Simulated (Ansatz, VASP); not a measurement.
## Two plane-wave programs on SiC2

```
Si C
1.0
    -2.68989    3.81196    1.54224
     2.68989   -3.81196    1.54224
     2.68989    3.81196   -1.54224
Si C
2 4
Direct
  0.00000 0.50000 0.00000
  0.00000 0.00000 0.50000
  0.02247 0.93935 0.08312
  0.35623 0.93935 0.41688
  0.97753 0.06065 0.91688
  0.64377 0.06065 0.58312
```

Alike in both runs: functional PBE; k mesh 14 × 14 × 14; occupations gaussian, width 0.1 eV; no spin polarisation.

Ansatz relaxed the structure, and its values are those at the end. VASP's run is a single point on that final structure, the one shown.

|  | VASP | Ansatz |
| --- | --- | --- |
| version | VASP 6.6.1 | Ansatz 0.2.0 |
| potentials or method | VASP PAW PBE potentials, release 64 (Si, C), cutoff 520 eV | scalar-relativistic, plane waves, PAW |
| valence electrons in the cell | 24 | 24 |

```csv
,VASP,Ansatz,Ansatz less VASP
gap on the k mesh at the Fermi level (eV),none,none,-
pressure (GPa),0.1,0.0,-0.08
rms of the force components (eV/Å),0.027,0.000,-0.0264
```

A gap of «none» marks a metal or a gap that the smearing closes. With one functional, cell and mesh, what is left measures potentials, basis and numerics.
